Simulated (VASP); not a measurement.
Set up this calculation in VASP 6.6.1, as the native input.

```
Task                   : single point
Functional             : PBEsol
Dispersion             : D3(BJ)
Potentials or basis    : VASP PAW PBE potentials, release 64 (In_d, P)
Cutoff                 : 520 eV
k mesh                 : 8 × 8 × 8
Occupations            : fermi-dirac, width 0.05 eV
Spin                   : no spin polarisation
Dipole correction      : no
Further INCAR settings : ALGO = Normal; EDIFF = 1e-07; NBANDS = 16
```

The structure of InP lies in POSCAR:

```
InP
1.0
    0.0000000000      2.9121550239      2.9121550239
    2.9121550239      0.0000000000      2.9121550239
    2.9121550239      2.9121550239      0.0000000000
In P
1 1
Direct
    0.0000000000      0.0000000000      0.0000000000
    0.7500000000      0.7500000000      0.7500000000
```

One way to write it, as run:

INCAR

```
SYSTEM = InP
  PREC = Accurate
  ENCUT = 520
  EDIFF = 1E-7
  ISMEAR = -1
  SIGMA = 0.05
  LREAL = .FALSE.
  LASPH = .TRUE.
  NELM = 60
  ALGO = Normal
  ISIF = 2
  LWAVE = .FALSE.
  LCHARG = .TRUE.
  GGA = PS
  IVDW = 12
  LELF = .TRUE.
  LVHAR = .TRUE.
  NBANDS = 16
```

KPOINTS

```
regular mesh
0
G
  8 8 8
  0 0 0
```

Potentials or basis: VASP PAW PBE potentials, release 64 (In_d, P).

The run is started by

```sh
$ cat potpaw_PBE.64/In_d/POTCAR potpaw_PBE.64/P/POTCAR > POTCAR
$ mpirun -np 1 vasp_std > vasp.out
```

Results of the run:

```
Pressure                   : 0.0 GPa
Band gap on the k mesh     : 0.72 eV, direct
Dispersion energy per atom : -0.304 eV
```

Caveat: the PAW data sets were made with another functional, which shifts forces and pressure a little; spin-orbit coupling is left out, which moves the levels of the heavy elements.

Run time: 16 s on 1 thread of Intel(R) Xeon(R) Platinum 8259CL CPU @ 2.50GHz (Skylake/Cascade Lake), on a shared host, peak memory 0.18 GiB.
